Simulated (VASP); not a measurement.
# Mg3Sb2 (P-3m1) in VASP: settings compared

Mg3Sb2 is run at these levels: PBE, LDA, PBEsol; tasks: single point.

Everything below comes from runs of VASP 6.6.1. Logs are shortened: lines on timing, memory, paths and dates and some standing lists are left out, and cuts for length are marked.

### Step 1. The cell of the first run

Symmetry: P-3m1, No. 164, trigonal system. The conventional cell has a = 4.570 Å, b = 4.570 Å, c = 7.240 Å, α = 90.00°, β = 90.00°, γ = 120.00°. Within 3.8 Å of Mg (site symmetry 3m) lie 4 Sb at 2.82 to 2.93 Å and 6 Mg at 3.27 to 3.74 Å. Mg (site symmetry -3m) has 6 Sb at 3.12 Å and 6 Mg at 3.74 Å within 4.1 Å. Sb (site symmetry 3m) has 7 Mg at 2.82 to 3.12 Å within 3.7 Å.

### Step 2. Single point, PBE

INCAR

```
SYSTEM = Mg3Sb2
PREC = Accurate
ENCUT = 600
EDIFF = 1E-6
ISMEAR = 0
SIGMA = 0.01
LREAL = .FALSE.
LASPH = .TRUE.
NELM = 120
ALGO = Normal
ISIF = 2
LWAVE = .FALSE.
LCHARG = .FALSE.
GGA = PE
NBANDS = 16
GGA_COMPAT = .FALSE.
```

KPOINTS

```
regular mesh
0
G
  6 6 2
  0 0 0
```

POSCAR

```
Mg3Sb2
1.0
    4.5696659248      0.0000000000      0.0000000000
   -2.2848329624      3.9574467777      0.0000000000
    0.0000000000      0.0000000000      7.2399975018
Mg Sb
3 2
Direct
    0.3333333333      0.6666666667      0.6336571752
    0.6666666667      0.3333333333      0.3663428248
    0.0000000000      0.0000000000      0.0000000000
    0.3333333333      0.6666666667      0.2287531118
    0.6666666667      0.3333333333      0.7712468882
```

Potentials or basis: VASP PAW PBE potentials, release 64 (Mg, Sb).

The run is started by

```
> cat potpaw_PBE.64/Mg/POTCAR potpaw_PBE.64/Sb/POTCAR > POTCAR
> mpirun -np 1 vasp_std > vasp.out
```

OUTCAR:

```text
SYSTEM = Mg3Sb2
   PREC = Accurate
   ENCUT = 600
   EDIFF = 1E-6
   ISMEAR = 0
   LREAL = .FALSE.
   LASPH = .TRUE.
   NELM = 120
   ISIF = 2
   GGA = PE

 ion  position               nearest neighbor table
   1  0.333  0.667  0.634-   5 2.82   5 2.82   5 2.82   4 2.93   2 3.27   2 3.27   2 3.27
   2  0.667  0.333  0.366-   4 2.82   4 2.82   4 2.82   5 2.93   1 3.27   1 3.27   1 3.27
   3  0.000  0.000  0.000-   4 3.12   5 3.12   5 3.12   4 3.12   5 3.12   4 3.12
   4  0.333  0.667  0.229-   2 2.82   2 2.82   2 2.82   1 2.93   3 3.12   3 3.12   3 3.12
   5  0.667  0.333  0.771-   1 2.82   1 2.82   1 2.82   2 2.93   3 3.12   3 3.12   3 3.12

  LATTYP: Found a hexagonal cell.
 ALAT       =     4.5696659248
 C/A-ratio  =     1.5843603495

  Lattice vectors:

 A1 = (   4.5696659248,   0.0000000000,   0.0000000000)
 A2 = (  -2.2848329624,   3.9574467777,   0.0000000000)
 A3 = (   0.0000000000,   0.0000000000,   7.2399975018)

Analysis of symmetry for initial positions (statically):
=====================================================================
 Subroutine PRICEL returns:
 Original cell was already a primitive cell.

 Routine SETGRP: Setting up the symmetry group for a
 hexagonal supercell.

 Subroutine GETGRP returns: Found 12 space group operations
 (whereof 12 operations were pure point group operations)
 out of a pool of 24 trial point group operations.

The static configuration has the point symmetry D_3d.

Analysis of symmetry for dynamics (positions and initial velocities):
=====================================================================
 Subroutine PRICEL returns:
 Original cell was already a primitive cell.

 Routine SETGRP: Setting up the symmetry group for a
 hexagonal supercell.

 Subroutine GETGRP returns: Found 12 space group operations
 (whereof 12 operations were pure point group operations)
 out of a pool of 24 trial point group operations.

The dynamic configuration has the point symmetry D_3d.

 Subroutine INISYM returns: Found 12 space group operations
 (whereof 12 operations are pure point group operations),
 and found     1 'primitive' translations

----------------------------------------------------------------------------------------

                                     Primitive cell

  volume of cell :     130.9296

  direct lattice vectors                    reciprocal lattice vectors
     4.569665925  0.000000000  0.000000000     0.218834378  0.126344087  0.000000000
    -2.284832962  3.957446778  0.000000000     0.000000000  0.252688174  0.000000000
     0.000000000  0.000000000  7.239997502     0.000000000  0.000000000  0.138121595

  length of vectors
     4.569665925  4.569665925  7.239997502     0.252688174  0.252688174  0.138121595

  position of ions in fractional coordinates (direct lattice)
     0.333333333  0.666666667  0.633657175
     0.666666667  0.333333333  0.366342825
     0.000000000  0.000000000  0.000000000
     0.333333333  0.666666667  0.228753112
     0.666666667  0.333333333  0.771246888

  ion indices of the primitive-cell ions
   primitive index   ion index
                 1           1
                 2           2
                 3           3
                 4           4
                 5           5

----------------------------------------------------------------------------------------

 KPOINTS: regular mesh

Automatic generation of k-mesh.
 Grid dimensions read from file:
 generate k-points for:    6    6    2

 Generating k-lattice:

  Cartesian coordinates                     Fractional coordinates (reciprocal lattice)
     0.036472396  0.021057348  0.000000000     0.166666667  0.000000000  0.000000000
     0.000000000  0.042114696  0.000000000     0.000000000  0.166666667  0.000000000
     0.000000000  0.000000000  0.069060797     0.000000000  0.000000000  0.500000000

  Length of vectors
     0.042114696  0.042114696  0.069060797

  Shift w.r.t. Gamma in fractional coordinates (k-lattice)
     0.000000000  0.000000000  0.000000000

 Subroutine IBZKPT returns following result:
 ===========================================

 Found     14 irreducible k-points:

 Following reciprocal coordinates:
            Coordinates               Weight
  0.000000  0.000000  0.000000      1.000000
  0.166667  0.000000  0.000000      6.000000
  0.333333  0.000000  0.000000      6.000000
  0.500000  0.000000  0.000000      3.000000
  0.166667  0.166667  0.000000      6.000000
  0.333333  0.166667  0.000000     12.000000
  0.333333  0.333333  0.000000      2.000000
  0.000000  0.000000  0.500000      1.000000
  0.166667  0.000000  0.500000      6.000000
  0.333333  0.000000  0.500000      6.000000
  0.500000  0.000000  0.500000      3.000000
  0.166667  0.166667  0.500000      6.000000
  0.333333  0.166667  0.500000     12.000000
  0.333333  0.333333  0.500000      2.000000
   k-points           NKPTS =     14   k-points in BZ     NKDIM =     14   number of bands    NBANDS=     16
   number of dos      NEDOS =    301   number of ions     NIONS =      5
   total plane-waves  NPLWV =  96000
   dimension x,y,z NGX =    40 NGY =   40 NGZ =   60
   dimension x,y,z NGXF=    80 NGYF=   80 NGZF=  120
   ions per type =               3   2
   NGX,Y,Z   is equivalent  to a cutoff of  14.55, 14.55, 13.78 a.u.
   NGXF,Y,Z  is equivalent  to a cutoff of  29.10, 29.10, 27.55 a.u.
 SYSTEM =  Mg3Sb2
   PREC   = accura    normal or accurate (medium, high low for compatibility)
   ISTART =      0    job   : 0-new  1-cont  2-samecut
   ICHARG =      2    charge: 1-file 2-atom 10-const
   ISPIN  =      1    spin polarized calculation?
   LNONCOLLINEAR =      F non collinear calculations
   LSORBIT =      F    spin-orbit coupling
   LASPH  =      T    aspherical Exc in radial PAW
   ENCUT  =  600.0 eV  44.10 Ry    6.64 a.u.   9.13  9.13 14.46*2*pi/ulx,y,z
   NELM   =    120;   NELMIN=  2; NELMDL= -5     # of ELM steps
   EDIFF  = 0.1E-05   stopping-criterion for ELM
   LREAL  =      F    real-space projection
   EDIFFG = 0.1E-04   stopping-criterion for IOM
   NSW    =      0    number of steps for IOM
   IBRION =     -1    ionic relax: 0-MD 1-quasi-New 2-CG
   NFREE  =      0    steps in history (QN), initial steepest desc. (CG)
   ISIF   =      2    stress and relaxation
   ISYM   =      2    0-nonsym 1-usesym 2-fastsym
   POTIM  = 0.5000    time-step for ionic-motion
   TEBEG  =    0.0;   TEEND  =   0.0 temperature during run
   PSTRESS=    0.0 pullay stress
   NELECT =      16.0000    total number of electrons
   NUPDOWN=      -1.0000    fix difference up-down
   EMIN   =  10.00;   EMAX   =-10.00  energy-range for DOS
   EFERMI =   0.00;   METHOD = LEGACY
   ISMEAR =     0;   SIGMA  =   0.01  broadening in eV -4-tet -1-fermi 0-gaus
   EFERMI_NEDOS =   21; number of points for ismear=-14 and -15
   IALGO  =     38    algorithm
   IMIX   =      4    mixing-type and parameters
     AMIX     =   0.40;   BMIX     =  1.00
     AMIX_MAG =   1.60;   BMIX_MAG =  1.00
  volume/ion in A,a.u.               =      26.19       176.71
  Fermi-wavevector in a.u.,A,eV,Ry     =   0.812398  1.535210  8.979716  0.659990
  Thomas-Fermi vector in A             =   1.921933
   LORBIT       =      0    0 simple, 1 ext, 2 COOP (PROOUT), +10 PAW based schemes
   GGA     = PE    functional components
   LHFCALC =     F    Hartree Fock is set to
   AEXX    =    0.0000 exact exchange contribution
   IVDW    =     0    specifies the selected vdW correction
   LEPSILON=     F    determine dielectric tensor
   LRPA    =     F    only Hartree local field effects (RPA)
 non-spin polarized calculation
 Gauss-broadening in eV      SIGMA  =   0.01
  energy-cutoff  :      600.00
  volume of cell :      130.93
 maximum number of plane-waves:      4396
 NGX is ok and might be reduce to    40
   NGX = 19   NGY = 19   NGZ = 29

 number of electron      16.0000000 magnetization

 Free energy of the ion-electron system (eV)
  ---------------------------------------------------
  ext. energy  EPLUGINS =         0.00000000
  ---------------------------------------------------
  free energy    TOTEN  =       -14.62580494 eV

  energy without entropy =      -14.62580494  energy(sigma->0) =      -14.62580494

 E-fermi :   4.5643     XC(G=0):  -8.7897

 val. band max:        4.4744988792   @ k =   0.0000   0.0000   0.0000
 cond. band min:       4.7164592243   @ k =   0.3333   0.3333   0.0000
 fundamental gap:      0.2419603451
 Fermi energy:         4.5643484730

 k-point     1 :       0.0000    0.0000    0.0000
  band No.  band energies     occupation
      1      -5.8320      2.00000
      2      -4.5955      2.00000
      3      -0.4483      2.00000
      4       3.3776      2.00000
      5       3.3776      2.00000
      6       4.0812      2.00000
[... 8 lines left out ...]
     15       8.5605      0.00000
     16       9.5104      0.00000

 k-point     2 :       0.1667    0.0000    0.0000
  band No.  band energies     occupation
      1      -5.6428      2.00000
      2      -4.4872      2.00000
      3      -0.2096      2.00000
      4       1.9861      2.00000
      5       2.7830      2.00000
      6       2.9317      2.00000
[... 8 lines left out ...]
     15       8.5627      0.00000
     16       9.0685      0.00000

 k-point     3 :       0.3333    0.0000    0.0000
  band No.  band energies     occupation
      1      -5.1462      2.00000
      2      -4.2973      2.00000
      3       0.3126      2.00000
      4       0.5791      2.00000
      5       1.3269      2.00000
      6       2.3835      2.00000
[... 8 lines left out ...]
     15       9.9029      0.00000
     16      10.0295      0.00000
[... 172 lines left out ...]
 k-point    13 :       0.3333    0.1667    0.5000
  band No.  band energies     occupation
      1      -4.5437      2.00000
      2      -4.4988      2.00000
      3      -0.1206      2.00000
      4       0.1153      2.00000
      5       1.5188      2.00000
      6       1.8690      2.00000
[... 8 lines left out ...]
     15      10.0612      0.00000
     16      10.1550      0.00000

 k-point    14 :       0.3333    0.3333    0.5000
  band No.  band energies     occupation
      1      -4.3880      2.00000
      2      -4.3880      2.00000
      3       0.1646      2.00000
      4       0.1646      2.00000
      5       0.4881      2.00000
      6       1.1204      2.00000
[... 8 lines left out ...]
     15       9.6123      0.00000
     16       9.9754      0.00000

------------------------ aborting loop because EDIFF is reached ----------------------------------------

  FORCE on cell =-STRESS in cart. coord.  units (eV):
  Direction    XX          YY          ZZ          XY          YZ          ZX
  --------------------------------------------------------------------------------------
  -------------------------------------------------------------------------------------
  Total        0.7633014      0.7633014      0.7362494     -0.0000000      0.0000000     -0.0000000
  in kB        9.3404689      9.3404689      9.0094350     -0.0000000      0.0000000     -0.0000000
  external PRESSURE =       9.2301243 kB  Pullay stress =       0.0000000 kB

 VOLUME and BASIS-vectors are now :
 -----------------------------------------------------------------------------
  energy-cutoff  :      600.00
  volume of cell :      130.93
      direct lattice vectors                 reciprocal lattice vectors
     4.569665925  0.000000000  0.000000000     0.218834378  0.126344087  0.000000000
    -2.284832962  3.957446778  0.000000000     0.000000000  0.252688174  0.000000000
     0.000000000  0.000000000  7.239997502     0.000000000  0.000000000  0.138121595

 POSITION                                       TOTAL-FORCE (eV/Angst)
 -----------------------------------------------------------------------------------
     -0.00000      2.63830      4.58768         0.000000      0.000000     -0.021719
      2.28483      1.31915      2.65232         0.000000     -0.000000      0.021719
      0.00000      0.00000      0.00000         0.000000      0.000000      0.000000
     -0.00000      2.63830      1.65617         0.000000     -0.000000     -0.184941
      2.28483      1.31915      5.58383        -0.000000      0.000000      0.184941
 -----------------------------------------------------------------------------------
    total drift:                               -0.000000      0.000000     -0.000000

  FREE ENERGIE OF THE ION-ELECTRON SYSTEM (eV)
  ---------------------------------------------------
  free  energy   TOTEN  =       -14.6258049377 eV

  energy  without entropy=      -14.6258049377  energy(sigma->0) =      -14.62580494
```

Wall time 68 s (1 thread of Intel Xeon 8259CL, shared host); peak memory 0.31 GiB.

What came out:

```
Free energy            : -14.6258 eV
Pressure               : 0.9 GPa
Largest force          : 0.185 eV/Å
Band gap on the k mesh : 0.24 eV (least direct gap 1.11 eV)
```

Forces on the atoms (eV/Å):
```
Mg   0.000  0.000 -0.022
Mg   0.000  0.000  0.022
Mg   0.000  0.000  0.000
Sb   0.000  0.000 -0.185
Sb   0.000  0.000  0.185
```

Caveat: the k points lie up to 0.43 Å⁻¹ apart; spin-orbit coupling is left out, which moves the levels of the heavy elements.

(Part 1 of 2 ends here.)
